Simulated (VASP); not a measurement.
# HfPdCl3 (Pm-3m) in VASP: single point with r2SCAN

Aim: the single point of HfPdCl3 with r2SCAN.

Everything below comes from runs of VASP 6.6.1. Logs are shortened: lines on timing, memory, paths and dates and some standing lists are left out, and cuts for length are marked.

## (1) The cell of the first run

It takes space group Pm-3m (No. 221, cubic). Conventional cell: a = 4.817 Å, b = 4.817 Å, c = 4.817 Å, α = 90.00°, β = 90.00°, γ = 90.00°. Within 4.5 Å of Hf (site symmetry m-3m) lie 12 Cl at 3.41 Å and 8 Pd at 4.17 Å. Pd (site symmetry m-3m) has 6 Cl at 2.41 Å within 3.2 Å. Within 3.2 Å of Cl (site symmetry 4/mmm) lie 2 Pd at 2.41 Å.

## (2) Single point, r2SCAN

POSCAR

```
HfPdCl3
1.0
    4.8168445625      0.0000000000      0.0000000000
    0.0000000000      4.8168445625      0.0000000000
    0.0000000000      0.0000000000      4.8168445625
Hf Pd Cl
1 1 3
Direct
    0.0000000000      0.0000000000      0.0000000000
    0.5000000000      0.5000000000      0.5000000000
    0.0000000000      0.5000000000      0.5000000000
    0.5000000000      0.0000000000      0.5000000000
    0.5000000000      0.5000000000      0.0000000000
```

INCAR.step1

```
  PREC = Accurate
  ENCUT = 520
  ISMEAR = 0
  SIGMA = 0.1
  LREAL = F
  LASPH = T
  NELM = 60
  NBANDS = 28
  GGA = PE
  ALGO = Normal
  EDIFF = 1E-4
  LWAVE = T
  LCHARG = F
```

INCAR.step2

```
  PREC = Accurate
  ENCUT = 520
  EDIFF = 1E-6
  ISMEAR = 0
  SIGMA = 0.1
  LREAL = F
  LASPH = T
  NELM = 60
  ALGO = Normal
  ISIF = 2
  LWAVE = F
  LCHARG = T
  METAGGA = R2SCAN
  LMIXTAU = T
  LELF = T
  LVHAR = T
  NBANDS = 28
  ISTART = 1
```

KPOINTS

```
Automatic mesh
0
Gamma
  8 8 8
```

Potentials or basis: VASP PAW PBE potentials, release 64 (Hf_pv, Pd, Cl).

Started as:

```console
cat potpaw_PBE.64/Hf_pv/POTCAR potpaw_PBE.64/Pd/POTCAR potpaw_PBE.64/Cl/POTCAR > POTCAR
cp INCAR.step1 INCAR
mpirun -np 1 vasp_std > vasp.out
cp INCAR.step2 INCAR
mpirun -np 1 vasp_std > vasp.out
```

OUTCAR:

```text
PREC = Accurate
   ENCUT = 520
   EDIFF = 1E-6
   ISMEAR = 0
   LREAL = F
   LASPH = T
   NELM = 60
   ISIF = 2
   METAGGA = R2SCAN
   ISTART = 1

 ion  position               nearest neighbor table
   1  0.000  0.000  0.000-
   2  0.500  0.500  0.500-   3 2.41   4 2.41   5 2.41   5 2.41   4 2.41   3 2.41
   3  0.000  0.500  0.500-   2 2.41   2 2.41
   4  0.500  0.000  0.500-   2 2.41   2 2.41
   5  0.500  0.500  0.000-   2 2.41   2 2.41

  LATTYP: Found a simple cubic cell.
 ALAT       =     4.8168445625

  Lattice vectors:

 A1 = (   4.8168445625,   0.0000000000,   0.0000000000)
 A2 = (   0.0000000000,   4.8168445625,   0.0000000000)
 A3 = (   0.0000000000,   0.0000000000,   4.8168445625)

Analysis of symmetry for initial positions (statically):
=====================================================================
 Subroutine PRICEL returns:
 Original cell was already a primitive cell.

 Routine SETGRP: Setting up the symmetry group for a
 simple cubic supercell.

 Subroutine GETGRP returns: Found 48 space group operations
 (whereof 48 operations were pure point group operations)
 out of a pool of 48 trial point group operations.

The static configuration has the point symmetry O_h .

Analysis of symmetry for dynamics (positions and initial velocities):
=====================================================================
 Subroutine PRICEL returns:
 Original cell was already a primitive cell.

 Routine SETGRP: Setting up the symmetry group for a
 simple cubic supercell.

 Subroutine GETGRP returns: Found 48 space group operations
 (whereof 48 operations were pure point group operations)
 out of a pool of 48 trial point group operations.

The dynamic configuration has the point symmetry O_h .

 Subroutine INISYM returns: Found 48 space group operations
 (whereof 48 operations are pure point group operations),
 and found     1 'primitive' translations

----------------------------------------------------------------------------------------

                                     Primitive cell

  volume of cell :     111.7604

  direct lattice vectors                    reciprocal lattice vectors
     4.816844563  0.000000000  0.000000000     0.207604789  0.000000000  0.000000000
     0.000000000  4.816844563  0.000000000     0.000000000  0.207604789  0.000000000
     0.000000000  0.000000000  4.816844563     0.000000000  0.000000000  0.207604789

  length of vectors
     4.816844563  4.816844563  4.816844563     0.207604789  0.207604789  0.207604789

  position of ions in fractional coordinates (direct lattice)
     0.000000000  0.000000000  0.000000000
     0.500000000  0.500000000  0.500000000
     0.000000000  0.500000000  0.500000000
     0.500000000  0.000000000  0.500000000
     0.500000000  0.500000000  0.000000000

  ion indices of the primitive-cell ions
   primitive index   ion index
                 1           1
                 2           2
                 3           3
                 4           4
                 5           5

----------------------------------------------------------------------------------------

 KPOINTS: Automatic mesh

Automatic generation of k-mesh.
 Grid dimensions read from file:
 generate k-points for:    8    8    8

 Generating k-lattice:

  Cartesian coordinates                     Fractional coordinates (reciprocal lattice)
     0.025950599  0.000000000  0.000000000     0.125000000  0.000000000  0.000000000
     0.000000000  0.025950599  0.000000000     0.000000000  0.125000000  0.000000000
     0.000000000  0.000000000  0.025950599     0.000000000  0.000000000  0.125000000

  Length of vectors
     0.025950599  0.025950599  0.025950599

  Shift w.r.t. Gamma in fractional coordinates (k-lattice)
     0.000000000  0.000000000  0.000000000

 Subroutine IBZKPT returns following result:
 ===========================================

 Found     35 irreducible k-points:

 Following reciprocal coordinates:
            Coordinates               Weight
  0.000000  0.000000  0.000000      1.000000
  0.125000  0.000000  0.000000      6.000000
  0.250000  0.000000  0.000000      6.000000
  0.375000  0.000000  0.000000      6.000000
  0.500000  0.000000  0.000000      3.000000
  0.125000  0.125000  0.000000     12.000000
[... 16 lines left out ...]
  0.375000  0.375000  0.125000     24.000000
  0.500000  0.375000  0.125000     24.000000
 [... further k-points ...]
   k-points           NKPTS =     35   k-points in BZ     NKDIM =     35   number of bands    NBANDS=     28
   number of dos      NEDOS =    301   number of ions     NIONS =      5
   total plane-waves  NPLWV =  46656
   dimension x,y,z NGX =    36 NGY =   36 NGZ =   36
   dimension x,y,z NGXF=    72 NGYF=   72 NGZF=   72
   ions per type =               1   1   3
   NGX,Y,Z   is equivalent  to a cutoff of  12.42, 12.42, 12.42 a.u.
   NGXF,Y,Z  is equivalent  to a cutoff of  24.85, 24.85, 24.85 a.u.
 SYSTEM =  unknown system
   PREC   = accura    normal or accurate (medium, high low for compatibility)
   ISTART =      1    job   : 0-new  1-cont  2-samecut
   ICHARG =      0    charge: 1-file 2-atom 10-const
   ISPIN  =      1    spin polarized calculation?
   LNONCOLLINEAR =      F non collinear calculations
   LSORBIT =      F    spin-orbit coupling
   LASPH  =      T    aspherical Exc in radial PAW
   ENCUT  =  520.0 eV  38.22 Ry    6.18 a.u.   8.96  8.96  8.96*2*pi/ulx,y,z
   NELM   =     60;   NELMIN=  2; NELMDL=  0     # of ELM steps
   EDIFF  = 0.1E-05   stopping-criterion for ELM
   LREAL  =      F    real-space projection
   EDIFFG = 0.1E-04   stopping-criterion for IOM
   NSW    =      0    number of steps for IOM
   IBRION =     -1    ionic relax: 0-MD 1-quasi-New 2-CG
   NFREE  =      0    steps in history (QN), initial steepest desc. (CG)
   ISIF   =      2    stress and relaxation
   ISYM   =      2    0-nonsym 1-usesym 2-fastsym
   POTIM  = 0.5000    time-step for ionic-motion
   TEBEG  =    0.0;   TEEND  =   0.0 temperature during run
   PSTRESS=    0.0 pullay stress
   NELECT =      41.0000    total number of electrons
   NUPDOWN=      -1.0000    fix difference up-down
   EMIN   =  10.00;   EMAX   =-10.00  energy-range for DOS
   EFERMI =   0.00;   METHOD = LEGACY
   ISMEAR =     0;   SIGMA  =   0.10  broadening in eV -4-tet -1-fermi 0-gaus
   EFERMI_NEDOS =   21; number of points for ismear=-14 and -15
   IALGO  =     38    algorithm
   IMIX   =      4    mixing-type and parameters
     AMIX     =   0.40;   BMIX     =  1.00
     AMIX_MAG =   1.60;   BMIX_MAG =  1.00
  volume/ion in A,a.u.               =      22.35       150.84
  Fermi-wavevector in a.u.,A,eV,Ry     =   1.171944  2.214653 18.686955  1.373452
  Thomas-Fermi vector in A             =   2.308380
   LORBIT       =      0    0 simple, 1 ext, 2 COOP (PROOUT), +10 PAW based schemes
   METAGGA = R2SCAN    functional components
   LHFCALC =     F    Hartree Fock is set to
   AEXX    =    0.0000 exact exchange contribution
   IVDW    =     0    specifies the selected vdW correction
   LEPSILON=     F    determine dielectric tensor
   LRPA    =     F    only Hartree local field effects (RPA)
 non-spin polarized calculation
 Gauss-broadening in eV      SIGMA  =   0.10
  energy-cutoff  :      520.00
  volume of cell :      111.76
 maximum number of plane-waves:      3032
 NGX is ok and might be reduce to    36
   NGX = 17   NGY = 17   NGZ = 17

 number of electron      40.9999988 magnetization

 Free energy of the ion-electron system (eV)
  ---------------------------------------------------
  ext. energy  EPLUGINS =         0.00000000
  ---------------------------------------------------
  free energy    TOTEN  =       -85.47764585 eV

  energy without entropy =      -85.43567282  energy(sigma->0) =      -85.45665934

 E-fermi :   5.3378     XC(G=0): -10.3794

 val. band max:        5.3241789992   @ k =   0.5000   0.2500   0.2500
 cond. band min:       5.3425958362   @ k =   0.5000   0.3750   0.1250
 fundamental gap:      0.0184168370
 Fermi energy:         5.3378341193

 k-point     1 :       0.0000    0.0000    0.0000
  band No.  band energies     occupation
      1     -29.5098      2.00000
      2     -29.5098      2.00000
      3     -29.5098      2.00000
      4     -12.9970      2.00000
      5     -12.0310      2.00000
      6     -12.0310      2.00000
[... 20 lines left out ...]
     27       8.4962      0.00000
     28      12.9075      0.00000

 k-point     2 :       0.1250    0.0000    0.0000
  band No.  band energies     occupation
      1     -29.5102      2.00000
      2     -29.5098      2.00000
      3     -29.5098      2.00000
      4     -12.9589      2.00000
      5     -12.0465      2.00000
      6     -12.0286      2.00000
[... 20 lines left out ...]
     27       8.7815      0.00000
     28      11.6357      0.00000

 k-point     3 :       0.2500    0.0000    0.0000
  band No.  band energies     occupation
      1     -29.5110      2.00000
      2     -29.5097      2.00000
      3     -29.5097      2.00000
      4     -12.8572      2.00000
      5     -12.0931      2.00000
      6     -12.0226      2.00000
[... 20 lines left out ...]
     27       9.6441      0.00000
     28      10.1582      0.00000

 k-point     4 :       0.3750    0.0000    0.0000
  band No.  band energies     occupation
      1     -29.5119      2.00000
      2     -29.5097      2.00000
      3     -29.5097      2.00000
      4     -12.7333      2.00000
      5     -12.1614      2.00000
      6     -12.0167      2.00000
[... 20 lines left out ...]
     27       8.7369      0.00000
     28      10.9463      0.00000

 k-point     5 :       0.5000    0.0000    0.0000
  band No.  band energies     occupation
      1     -29.5123      2.00000
      2     -29.5096      2.00000
      3     -29.5096      2.00000
      4     -12.6693      2.00000
      5     -12.2023      2.00000
      6     -12.0142      2.00000
[... 20 lines left out ...]
     27       7.8845      0.00000
     28      10.8030      0.00000

 k-point     6 :       0.1250    0.1250    0.0000
  band No.  band energies     occupation
      1     -29.5102      2.00000
      2     -29.5101      2.00000
      3     -29.5098      2.00000
      4     -12.9212      2.00000
      5     -12.0515      2.00000
      6     -12.0356      2.00000
[... 463 lines left out ...]
      5     -12.1452      2.00000
      6     -12.0686      2.00000
[... 20 lines left out ...]
     27       9.0211      0.00000
     28      10.1610      0.00000

 k-point    22 :       0.5000    0.2500    0.1250
  band No.  band energies     occupation
      1     -29.5121      2.00000
      2     -29.5108      2.00000
      3     -29.5099      2.00000
      4     -12.5102      2.00000
      5     -12.1808      2.00000
      6     -12.0671      2.00000
[... 20 lines left out ...]
     27       9.1191      0.00000
     28       9.7942      0.00000

 k-point    23 :       0.3750    0.3750    0.1250
  band No.  band energies     occupation
      1     -29.5117      2.00000
      2     -29.5116      2.00000
      3     -29.5099      2.00000
      4     -12.4590      2.00000
      5     -12.1453      2.00000
      6     -12.1113      2.00000
[... 20 lines left out ...]
     27       9.2758      0.00000
     28      10.1460      0.00000

 k-point    24 :       0.5000    0.3750    0.1250
  band No.  band energies     occupation
      1     -29.5120      2.00000
      2     -29.5116      2.00000
      3     -29.5098      2.00000
      4     -12.3958      2.00000
      5     -12.1693      2.00000
      6     -12.1209      2.00000
[... 20 lines left out ...]
     27       9.6704      0.00000
     28       9.7322      0.00000

 [... further k-points ...]

------------------------ aborting loop because EDIFF is reached ----------------------------------------

  FORCE on cell =-STRESS in cart. coord.  units (eV):
  Direction    XX          YY          ZZ          XY          YZ          ZX
  --------------------------------------------------------------------------------------
  -------------------------------------------------------------------------------------
  Total        0.0014864      0.0014864      0.0014864      0.0000000      0.0000000      0.0000000
  in kB        0.0213082      0.0213082      0.0213082      0.0000000      0.0000000      0.0000000
  external PRESSURE =       0.0213082 kB  Pullay stress =       0.0000000 kB

 VOLUME and BASIS-vectors are now :
 -----------------------------------------------------------------------------
  energy-cutoff  :      520.00
  volume of cell :      111.76
      direct lattice vectors                 reciprocal lattice vectors
     4.816844563  0.000000000  0.000000000     0.207604789  0.000000000  0.000000000
     0.000000000  4.816844563  0.000000000     0.000000000  0.207604789  0.000000000
     0.000000000  0.000000000  4.816844563     0.000000000  0.000000000  0.207604789

 POSITION                                       TOTAL-FORCE (eV/Angst)
 -----------------------------------------------------------------------------------
      0.00000      0.00000      0.00000         0.000000      0.000000      0.000000
      2.40842      2.40842      2.40842         0.000000      0.000000      0.000000
      0.00000      2.40842      2.40842         0.000000      0.000000      0.000000
      2.40842      0.00000      2.40842         0.000000      0.000000      0.000000
      2.40842      2.40842      0.00000         0.000000      0.000000      0.000000
 -----------------------------------------------------------------------------------
    total drift:                                0.000000      0.000000      0.000000

  FREE ENERGIE OF THE ION-ELECTRON SYSTEM (eV)
  ---------------------------------------------------
  free  energy   TOTEN  =       -85.4776458530 eV

  energy  without entropy=      -85.4356728200  energy(sigma->0) =      -85.45665934
```

It took 4.3 min on 1 thread of Intel Xeon Platinum 8259CL at 2.50GHz (Skylake/Cascade Lake), shared host; peak memory 0.29 GiB.

Results:

* Free energy: -85.4776 eV
* Pressure: 0.0 GPa
* Band gap on the k mesh: zero (an odd number of electrons rules out a gap without spin polarisation)

Caveat: the PAW data sets were made with another functional, which shifts forces and pressure a little; spin-orbit coupling is left out, which moves the levels of the heavy elements; an odd number of electrons without spin polarisation forces a metal; a magnetic or distorted state may lie lower.
